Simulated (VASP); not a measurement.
Crystal: S.

```xyz
4
Lattice="5.6781 0.0000 0.0000 0.0000 5.6781 0.0000 0.0000 0.0000 2.9496" Properties=species:S:1:pos:R:3 pbc="T T T"
S     5.0159    5.0159    1.4748
S     0.6621    0.6621    1.4748
S     2.1769    3.5011    0.0000
S     3.5011    2.1769    0.0000
```

```yaml
Program: VASP 6.6.1
Task: relaxation of cell and atoms
Functional: PBEsol
Potentials_or_basis: VASP PAW PBE potentials, release 64 (S)
Cutoff: 600 eV
k_mesh: 4 × 4 × 7
Occupations: gaussian, width 0.05 eV
Spin: no spin polarisation
```

At the start: pressure -0.3 GPa; volume 23.77 Å³/atom.

**Question.** How do energy, volume and symmetry change on relaxing?

**Answer.** Over 20 steps the energy falls by 16.5 meV/atom and the volume is 21.44 Å³/atom (-9.8 %); space group P4_2/mnm (No. 136, to 0.1 Å) before and after.

Step by step:
```tsv
step	energy change (eV)	largest force (eV/Å)	pressure (GPa)	volume (Å³)
1	0.0000	0.5351	-0.30	95.10
2	0.0215	0.9008	-3.04	94.49
3	-0.0101	0.0147	-1.32	94.88
4	-0.0304	0.0237	-0.84	92.33
5	-0.0509	0.1528	0.35	87.51
6	-0.0519	0.2060	0.78	86.08
7	-0.0584	0.2158	-0.09	84.85
8	-0.0586	0.1526	0.04	85.04
9	-0.0644	0.0401	0.52	84.43
10	-0.0644	0.0468	0.53	84.41
11	-0.0651	0.0971	-0.06	84.90
12	-0.0653	0.0549	0.11	84.76
13	-0.0655	0.0118	0.16	84.96
14	-0.0655	0.0096	0.16	84.96
15	-0.0657	0.0244	-0.01	85.27
16	-0.0657	0.0334	-0.06	85.36
17	-0.0659	0.0002	-0.02	85.54
18	-0.0660	0.0226	0.01	85.66
19	-0.0661	0.0251	-0.10	85.82
20	-0.0661	0.0121	-0.07	85.78
```

Final structure:
```cif
data_structure
_symmetry_space_group_name_H-M 'P 1'
_symmetry_Int_Tables_number 1
_cell_length_a 5.4027
_cell_length_b 5.4027
_cell_length_c 2.9387
_cell_angle_alpha 90.000
_cell_angle_beta 90.000
_cell_angle_gamma 90.000
_cell_volume 85.78
loop_
_atom_site_label
_atom_site_type_symbol
_atom_site_fract_x
_atom_site_fract_y
_atom_site_fract_z
_atom_site_occupancy
S1 S 0.87636 0.87636 0.50000 1
S2 S 0.12364 0.12364 0.50000 1
S3 S 0.37636 0.62364 0.00000 1
S4 S 0.62364 0.37636 0.00000 1
```

Caveat: this functional lacks dispersion, which holds the molecules together, so the pressure and a relaxed volume are unreliable; the PAW data sets were made with another functional, which shifts forces and pressure a little.
